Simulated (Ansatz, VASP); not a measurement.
## SiC: VASP beside Ansatz

INCAR

```
SYSTEM = SiC
ALGO = Normal
EDIFF = 1E-6
ENCUT = 520
GGA = PE
ISIF = 2
ISMEAR = 0
LASPH = .True.
LCHARG = .False.
LREAL = .False.
LWAVE = .False.
NBANDS = 26
NELM = 80
PREC = Accurate
SIGMA = 0.05
```

Contents of KPOINTS:

```
k-points
0
Gamma
  12 12 4
  0 0 0
```

File POSCAR:

```
SiC
1.0
    3.3106000000      0.0000000000      0.0000000000
   -1.6553000000      2.8670637018      0.0000000000
    0.0000000000      0.0000000000     10.6694000000
Si C
4 4
Direct
    0.6666666667      0.3333333333      0.9378436843
    0.3333333333      0.6666666667      0.4378436843
    0.0000000000      0.0000000000      0.6878989045
    0.0000000000      0.0000000000      0.1878989045
    0.6666666667      0.3333333333      0.7498087506
    0.3333333333      0.6666666667      0.2498087506
    0.0000000000      0.0000000000      0.5004476606
    0.0000000000      0.0000000000      0.0004476606
```

Input for Ansatz:

```yaml
crystal:
  lattice:
    - [3.3106, 0.0, 0.0]
    - [-1.6553, 2.8670637018, 0.0]
    - [0.0, 0.0, 10.6694]
  atoms:
    - { symbol: Si, position: [0.6666666667, 0.3333333333, 0.9378436843] }
    - { symbol: Si, position: [0.3333333333, 0.6666666667, 0.4378436843] }
    - { symbol: Si, position: [0.0, 0.0, 0.6878989045] }
    - { symbol: Si, position: [0.0, 0.0, 0.1878989045] }
    - { symbol: C, position: [0.6666666667, 0.3333333333, 0.7498087506] }
    - { symbol: C, position: [0.3333333333, 0.6666666667, 0.2498087506] }
    - { symbol: C, position: [0.0, 0.0, 0.5004476606] }
    - { symbol: C, position: [0.0, 0.0, 0.0004476606] }
basis:
  ecutwfc: 520.0
kpoints:
  mp_grid: { grid: [12, 12, 4] }
hamiltonian:
  xc: pbe
  pseudopotentials: { kind: paw, azcp: { folder: soft_1 } }
scf:
  occupations: { method: gaussian, width: 0.05 }
output:
  forces: true
  stress: true
  eigenvalues: true
```

Alike in both runs: task single point; functional PBE; k mesh 12 × 12 × 4; occupations gaussian, width 0.05 eV; no spin polarisation.

```csv
,VASP,Ansatz
version,VASP 6.6.1,Ansatz 0.2.0
potentials or method,"VASP PAW PBE potentials, release 64 (Si, C), cutoff 520 eV","scalar-relativistic, plane waves, PAW"
valence electrons in the cell,32,32
```

Ansatz gave:

* gap on the k mesh at the Fermi level (eV): 2.12
* least direct gap on the mesh (eV): 3.13
* pressure (GPa): -27.3
* traceless stress, the component that is largest in VASP (GPa): 3.57
* rms of the force components (eV/Å): 0.017

Q: Which values does VASP return?

A: gap on the k mesh at the Fermi level (eV): 2.12; least direct gap on the mesh (eV): 3.13; pressure (GPa): -27.3; traceless stress, the component that is largest in VASP (GPa): 3.59; rms of the force components (eV/Å): 0.017.

Atom by atom the forces differ by 0.000 eV/Å (rms over components).
